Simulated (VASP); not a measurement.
# HoAlTe3 (R-3m) in VASP: single point with PBE

Aim: the single point of HoAlTe3 with PBE.

Program: VASP 6.6.1. These are calculated values, not measurements. Logs are shortened: lines on timing, memory, paths and dates and some standing lists are left out, and cuts for length are marked.

## 1. The cell of the first run

It takes space group R-3m (No. 166, trigonal). The conventional cell has a = 7.183 Å, b = 7.183 Å, c = 12.743 Å, α = 90.00°, β = 90.00°, γ = 120.00°. Within 3.9 Å of Ho (site symmetry -3m) lie 6 Te at 2.97 Å. Al (site symmetry -3m) has 12 Te at 3.59 to 4.73 Å and 6 Ho at 4.66 Å within 4.8 Å. Te (site symmetry 2/m) has 2 Ho at 2.97 Å and 2 Al at 3.59 Å and 4 Te at 3.59 Å within 3.9 Å.

The cell was generated, and may not be a known phase.

## 2. Single point, PBE

File INCAR:

```
SYSTEM = HoAlTe3
ALGO     = All            ! electronic algorithm
EDIFF    = 1E-6           ! SCF threshold, eV
ENCUT    = 690            ! plane-wave cutoff, eV
GGA      = PE             ! functional
GGA_COMPAT= .False.      
ISEARCH  = 1            
ISIF     = 2              ! what is computed and relaxed
ISMEAR   = 0              ! smearing method
KPAR     = 4            
LASPH    = .True.         ! aspherical terms in the spheres
LCHARG   = .True.         ! write CHGCAR
LMAXMIX  = 6              ! l up to which the mixer works
LREAL    = .False.        ! projectors in reciprocal space
LVHAR    = .True.       
LWAVE    = .False.        ! write WAVECAR
NBANDS   = 29             ! bands
NELM     = 300            ! most SCF steps
PREC     = Accurate       ! precision mode
SIGMA    = 0.1            ! smearing width, eV
```

File KPOINTS:

```
k-points
0
Gamma
  6 6 6
  0 0 0
```

File POSCAR:

```
HoAlTe3
1.0
    3.5913688517      2.0734777733      4.2476519492
   -3.5913688517      2.0734777733      4.2476519492
    0.0000000000     -4.1469555466      4.2476519492
Ho Al Te
1 1 3
Direct
    0.0000000000      0.0000000000      0.0000000000
    0.5000000000      0.5000000000      0.5000000000
    0.0000000000      0.0000000000      0.5000000000
    0.5000000000      0.0000000000      0.0000000000
    0.0000000000      0.5000000000      0.0000000000
```

Potentials or basis: VASP PAW PBE potentials, release 64 (Ho, Al, Te).

The run is started by

```bash
$ cat potpaw_PBE.64/Ho/POTCAR potpaw_PBE.64/Al/POTCAR potpaw_PBE.64/Te/POTCAR > POTCAR
$ mpirun -np 4 vasp_std > vasp.out
```

OUTCAR:

```text
SYSTEM = HoAlTe3
   EDIFF = 1E-6
   ENCUT = 690
   GGA = PE
   ISIF = 2
   ISMEAR = 0
   LASPH = .True.
   LREAL = .False.
   NELM = 300
   PREC = Accurate

 ion  position               nearest neighbor table
   1  0.000  0.000  0.000-   4 2.97   5 2.97   5 2.97   4 2.97   3 2.97   3 2.97
   2  0.500  0.500  0.500-
   3  0.000  0.000  0.500-   1 2.97   1 2.97   4 3.59   5 3.59   5 3.59   4 3.59
   4  0.500  0.000  0.000-   1 2.97   1 2.97   5 3.59   5 3.59   3 3.59   3 3.59
   5  0.000  0.500  0.000-   1 2.97   1 2.97   4 3.59   4 3.59   3 3.59   3 3.59

  LATTYP: Found a trigonal (rhomboedric) cell.
 ALAT       =     5.9363109240
 COS(alpha) =     0.2679904627

  Lattice vectors:

 A1 = (   3.5913688517,   2.0734777733,   4.2476519492)
 A2 = (  -3.5913688517,   2.0734777733,   4.2476519492)
 A3 = (   0.0000000000,  -4.1469555466,   4.2476519492)

Analysis of symmetry for initial positions (statically):
=====================================================================
 Subroutine PRICEL returns:
 Original cell was already a primitive cell.

 Routine SETGRP: Setting up the symmetry group for a
 trigonal (rhombohedral) supercell.

 Subroutine GETGRP returns: Found 12 space group operations
 (whereof 12 operations were pure point group operations)
 out of a pool of 12 trial point group operations.

The static configuration has the point symmetry D_3d.

Analysis of symmetry for dynamics (positions and initial velocities):
=====================================================================
 Subroutine PRICEL returns:
 Original cell was already a primitive cell.

 Routine SETGRP: Setting up the symmetry group for a
 trigonal (rhombohedral) supercell.

 Subroutine GETGRP returns: Found 12 space group operations
 (whereof 12 operations were pure point group operations)
 out of a pool of 12 trial point group operations.

The dynamic configuration has the point symmetry D_3d.

 Subroutine INISYM returns: Found 12 space group operations
 (whereof 12 operations are pure point group operations),
 and found     1 'primitive' translations

----------------------------------------------------------------------------------------

                                     Primitive cell

  volume of cell :     189.7840

  direct lattice vectors                    reciprocal lattice vectors
     3.591368852  2.073477773  4.247651949     0.139222681  0.080380252  0.078474728
    -3.591368852  2.073477773  4.247651949    -0.139222681  0.080380252  0.078474728
     0.000000000 -4.146955547  4.247651949     0.000000000 -0.160760505  0.078474728

  length of vectors
     5.936310924  5.936310924  5.936310924     0.178891651  0.178891651  0.178891651

  position of ions in fractional coordinates (direct lattice)
     0.000000000  0.000000000  0.000000000
     0.500000000  0.500000000  0.500000000
     0.000000000  0.000000000  0.500000000
     0.500000000  1.000000000  0.000000000
     1.000000000  0.500000000  0.000000000

  ion indices of the primitive-cell ions
   primitive index   ion index
                 1           1
                 2           2
                 3           3
                 4           4
                 5           5

----------------------------------------------------------------------------------------

 KPOINTS: k-points

Automatic generation of k-mesh.
 Grid dimensions read from file:
 generate k-points for:    6    6    6

 Generating k-lattice:

  Cartesian coordinates                     Fractional coordinates (reciprocal lattice)
     0.023203780  0.013396709  0.013079121     0.166666667 -0.000000000  0.000000000
    -0.023203780  0.013396709  0.013079121    -0.000000000  0.166666667  0.000000000
     0.000000000 -0.026793417  0.013079121     0.000000000  0.000000000  0.166666667

  Length of vectors
     0.029815275  0.029815275  0.029815275

  Shift w.r.t. Gamma in fractional coordinates (k-lattice)
     0.000000000  0.000000000  0.000000000

 Subroutine IBZKPT returns following result:
 ===========================================

 Found     32 irreducible k-points:

 Following reciprocal coordinates:
            Coordinates               Weight
  0.000000  0.000000  0.000000      1.000000
  0.166667  0.000000  0.000000      6.000000
  0.333333  0.000000  0.000000      6.000000
  0.500000  0.000000  0.000000      3.000000
  0.166667  0.166667  0.000000      6.000000
  0.333333  0.166667  0.000000     12.000000
[... 16 lines left out ...]
  0.500000  0.500000  0.166667      6.000000
 -0.333333  0.500000  0.166667     12.000000
 [... further k-points ...]
   k-points           NKPTS =     32   k-points in BZ     NKDIM =     32   number of bands    NBANDS=     29
   number of dos      NEDOS =    301   number of ions     NIONS =      5
   total plane-waves  NPLWV = 157464
   dimension x,y,z NGX =    54 NGY =   54 NGZ =   54
   dimension x,y,z NGXF=   108 NGYF=  108 NGZF=  108
   ions per type =               1   1   3
   NGX,Y,Z   is equivalent  to a cutoff of  15.12, 15.12, 15.12 a.u.
   NGXF,Y,Z  is equivalent  to a cutoff of  30.25, 30.25, 30.25 a.u.
 SYSTEM =  HoAlTe3
   PREC   = accura    normal or accurate (medium, high low for compatibility)
   ISTART =      0    job   : 0-new  1-cont  2-samecut
   ICHARG =      2    charge: 1-file 2-atom 10-const
   ISPIN  =      1    spin polarized calculation?
   LNONCOLLINEAR =      F non collinear calculations
   LSORBIT =      F    spin-orbit coupling
   LASPH  =      T    aspherical Exc in radial PAW
   ENCUT  =  690.0 eV  50.71 Ry    7.12 a.u.  12.71 12.71 12.71*2*pi/ulx,y,z
   NELM   =    300;   NELMIN=  2; NELMDL= -5     # of ELM steps
   EDIFF  = 0.1E-05   stopping-criterion for ELM
   LREAL  =      F    real-space projection
   EDIFFG = 0.1E-04   stopping-criterion for IOM
   NSW    =      0    number of steps for IOM
   IBRION =     -1    ionic relax: 0-MD 1-quasi-New 2-CG
   NFREE  =      0    steps in history (QN), initial steepest desc. (CG)
   ISIF   =      2    stress and relaxation
   ISYM   =      2    0-nonsym 1-usesym 2-fastsym
   POTIM  = 0.5000    time-step for ionic-motion
   TEBEG  =    0.0;   TEEND  =   0.0 temperature during run
   PSTRESS=    0.0 pullay stress
   NELECT =      42.0000    total number of electrons
   NUPDOWN=      -1.0000    fix difference up-down
   EMIN   =  10.00;   EMAX   =-10.00  energy-range for DOS
   EFERMI =   0.00;   METHOD = LEGACY
   ISMEAR =     0;   SIGMA  =   0.10  broadening in eV -4-tet -1-fermi 0-gaus
   EFERMI_NEDOS =   21; number of points for ismear=-14 and -15
   IALGO  =     58    algorithm
   IMIX   =      4    mixing-type and parameters
     AMIX     =   0.40;   BMIX     =  1.00
     AMIX_MAG =   1.60;   BMIX_MAG =  1.00
  volume/ion in A,a.u.               =      37.96       256.15
  Fermi-wavevector in a.u.,A,eV,Ry     =   0.990235  1.871272 13.341389  0.980564
  Thomas-Fermi vector in A             =   2.121890
   LORBIT       =      0    0 simple, 1 ext, 2 COOP (PROOUT), +10 PAW based schemes
   GGA     = PE    functional components
   LHFCALC =     F    Hartree Fock is set to
   AEXX    =    0.0000 exact exchange contribution
   IVDW    =     0    specifies the selected vdW correction
   LEPSILON=     F    determine dielectric tensor
   LRPA    =     F    only Hartree local field effects (RPA)
 non-spin polarized calculation
 Gauss-broadening in eV      SIGMA  =   0.10
  energy-cutoff  :      690.00
  volume of cell :      189.78
 maximum number of plane-waves:      7842
 NGX is ok and might be reduce to    54
   NGX = 25   NGY = 25   NGZ = 25

 number of electron      42.0000008 magnetization

 Free energy of the ion-electron system (eV)
  ---------------------------------------------------
  ext. energy  EPLUGINS =         0.00000000
  ---------------------------------------------------
  free energy    TOTEN  =       -18.31502048 eV

  energy without entropy =      -18.11180622  energy(sigma->0) =      -18.21341335

 E-fermi :   3.1170     XC(G=0):  -8.2739

 val. band max:        3.1168504260   @ k =   0.1667   0.0000   0.0000
 cond. band min:       3.1216284156   @ k =   0.5000   0.1667   0.0000
 fundamental gap:      0.0047779897
 Fermi energy:         3.1169838727

 k-point     1 :       0.0000    0.0000    0.0000
  band No.  band energies     occupation
      1     -43.2709      2.00000
      2     -18.7127      2.00000
      3     -18.6167      2.00000
      4     -18.6167      2.00000
      5      -8.4587      2.00000
      6      -7.0084      2.00000
[... 21 lines left out ...]
     28       5.5233      0.00000
     29       6.8184      0.00000

 k-point     2 :       0.1667    0.0000    0.0000
  band No.  band energies     occupation
      1     -43.2710      2.00000
      2     -18.7137      2.00000
      3     -18.6176      2.00000
      4     -18.6166      2.00000
      5      -8.3767      2.00000
      6      -7.0691      2.00000
[... 21 lines left out ...]
     28       5.7032      0.00000
     29       7.0919      0.00000

 k-point     3 :       0.3333    0.0000    0.0000
  band No.  band energies     occupation
      1     -43.2710      2.00000
      2     -18.7157      2.00000
      3     -18.6193      2.00000
      4     -18.6163      2.00000
      5      -8.1778      2.00000
      6      -7.2254      2.00000
[... 21 lines left out ...]
     28       6.3427      0.00000
     29       6.4258      0.00000

 k-point     4 :       0.5000    0.0000    0.0000
  band No.  band energies     occupation
      1     -43.2710      2.00000
      2     -18.7168      2.00000
      3     -18.6201      2.00000
      4     -18.6161      2.00000
      5      -8.0437      2.00000
      6      -7.3383      2.00000
[... 597 lines left out ...]
     28       6.4442      0.00000
     29       6.6727      0.00000

 k-point    23 :       0.5000    0.5000    0.1667
  band No.  band energies     occupation
      1     -43.2712      2.00000
      2     -18.7217      2.00000
      3     -18.6213      2.00000
      4     -18.6183      2.00000
      5      -7.8158      2.00000
      6      -7.3234      2.00000
[... 21 lines left out ...]
     28       7.0058      0.00000
     29       7.2048      0.00000

 k-point    24 :      -0.3333    0.5000    0.1667
  band No.  band energies     occupation
      1     -43.2711      2.00000
      2     -18.7207      2.00000
      3     -18.6208      2.00000
      4     -18.6182      2.00000
      5      -7.6641      2.00000
      6      -7.5527      2.00000
[... 21 lines left out ...]
     28       6.9612      0.00000
     29       7.2243      0.00000

 [... further k-points ...]
[... 5 lines left out ...]
  --------------------------------------------------------------------------------------
  -------------------------------------------------------------------------------------
  Total       -1.1877436     -1.1877436      1.7072008      0.0000000      0.0000000      0.0000000
  in kB      -10.0270624    -10.0270624     14.4123773      0.0000000      0.0000000      0.0000000
  external PRESSURE =      -1.8805825 kB  Pullay stress =       0.0000000 kB

 VOLUME and BASIS-vectors are now :
 -----------------------------------------------------------------------------
  energy-cutoff  :      690.00
  volume of cell :      189.78
      direct lattice vectors                 reciprocal lattice vectors
     3.591368852  2.073477773  4.247651949     0.139222681  0.080380252  0.078474728
    -3.591368852  2.073477773  4.247651949    -0.139222681  0.080380252  0.078474728
     0.000000000 -4.146955547  4.247651949     0.000000000 -0.160760505  0.078474728

 POSITION                                       TOTAL-FORCE (eV/Angst)
 -----------------------------------------------------------------------------------
      0.00000      0.00000      0.00000        -0.000000      0.000000      0.000000
      0.00000      0.00000      6.37148        -0.000000      0.000000     -0.000000
      0.00000     -2.07348      2.12383        -0.000000      0.000000     -0.000000
      1.79568      1.03674      2.12383        -0.000000     -0.000000      0.000000
     -1.79568      1.03674      2.12383         0.000000     -0.000000      0.000000
 -----------------------------------------------------------------------------------
    total drift:                                0.000000      0.000000     -0.000000

  FREE ENERGIE OF THE ION-ELECTRON SYSTEM (eV)
  ---------------------------------------------------
  free  energy   TOTEN  =       -18.3150204777 eV

  energy  without entropy=      -18.1117943646  energy(sigma->0) =      -18.21340742
```

Wall time 4.3 min (4 MPI ranks of Intel Xeon 6975P-C (Granite Rapids), shared host); peak memory 0.84 GiB.

Results:

```yaml
Free_energy: -18.3150 eV
Pressure: -0.2 GPa
Band_gap_on_the_k_mesh: zero (bands 21 and 22 overlap by 0.06 eV)
```

Levels at points of the mesh, in eV from the Fermi level:
```csv
k point,band 19,band 20,band 21,band 22,band 23,band 24
"(0.00, 0.00, 0.00)",-0.02,-0.02,0.02,0.52,1.97,1.17
"(0.50, 0.00, 0.00)",-0.09,-0.06,-0.02,0.00,0.10,0.86
"(0.50, 0.50, 0.00)",-0.11,-0.09,-0.07,-0.04,0.02,0.87
"(0.50, 0.50, 0.50)",-0.11,-0.07,-0.05,0.65,0.84,0.84
```

Caveat: spin-orbit coupling is left out, which moves the levels of the heavy elements; semilocal functionals describe open f shells poorly, which spoils levels, moments and volumes.
